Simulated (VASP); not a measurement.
Runs of VASP 6.6.1 on SnO2. The structure is that of space group R-3m (No. 166), or close to it. The cells are those of the table. 

```tsv
cell	gap on the mesh (eV)	pressure (GPa)	largest force (eV/Å)
a = 5.041 Å, angles 38.0°, 3 atoms	(b)	-6.9	0.25
a = 4.600 Å, angles 44.5°, 3 atoms	0.22	-16.2	0.03
a = 5.699 Å, angles 31.0°, 3 atoms	2.88	6.0	1.00
a = 4.930 Å, angles 39.4°, 3 atoms	(c)	(a)	0.17
```

Alike in all rows: task single point; level PBEsol; potentials or basis VASP PAW PBE potentials, release 64 (Sn_d, O); no spin polarisation; k mesh 12 × 12 × 12; cutoff (eV) 520; smearing gaussian 0.05 eV.

**Question.** Fill in the values left out.

**Answer.** (a) -9.3; (b) 1.56; (c) 1.25.

Caveats: the PAW data sets were made with another functional, which shifts forces and pressure a little; spin-orbit coupling is left out, which moves the levels of the heavy elements; the stress differs along the axes, from -9 to -3 GPa (at least some runs); the stress differs along the axes, from -22 to -4 GPa (at least some runs); semilocal functionals underestimate gaps, and a narrow one can read as zero (at least some runs); the stress differs along the axes, from -9 to 13 GPa (at least some runs); the stress differs along the axes, from -12 to -3 GPa (at least some runs).

A k mesh can miss the band edges, and the runs leave out spin-orbit coupling on Sn.
